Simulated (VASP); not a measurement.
Runs of VASP 6.6.1 on ZnSbO. The structure is that of space group P4/mmm (No. 123), or close to it. The cells are those of the table. The cell was generated, and may not be a known phase.

```tsv
task	cell	k mesh	cutoff (eV)	gap on the mesh (eV)	pressure (GPa)	relaxed volume (Å³/atom)
relaxation of cell and atoms	relaxed from a = 3.543, b = 3.543, c = 5.111 Å, 3 atoms	6 × 6 × 4	600	none	-0.1	20.02
single point	a = 3.543, b = 3.543, c = 5.111 Å, 3 atoms	6 × 6 × 4	520	none	(a)	-
single point	a = 3.316, b = 3.316, c = 5.497 Å, 3 atoms	14 × 14 × 8	520	none	-0.4	-
single point	a = 3.315, b = 3.315, c = 5.478 Å, 3 atoms	6 × 6 × 4	520	none	-0.4	-
relaxation of cell and atoms	relaxed from a = 3.315, b = 3.315, c = 5.478 Å, 3 atoms	14 × 14 × 8	600	none	0.0	20.01
```

Alike in all rows: level PBE; potentials or basis VASP PAW PBE potentials, release 64 (Zn, Sb, O); no spin polarisation; smearing gaussian 0.1 eV.

Estimate the missing entries.

(a) -4.0.

Caveats: spin-orbit coupling is left out, which moves the levels of the heavy elements; an odd number of electrons without spin polarisation forces a metal; a magnetic or distorted state may lie lower; the stress differs along the axes, from -10 to 8 GPa (at least some runs).

A k mesh can miss the band edges, and the runs leave out spin-orbit coupling on Sb.

A gap of «none» marks levels without a gap at the run's occupations.
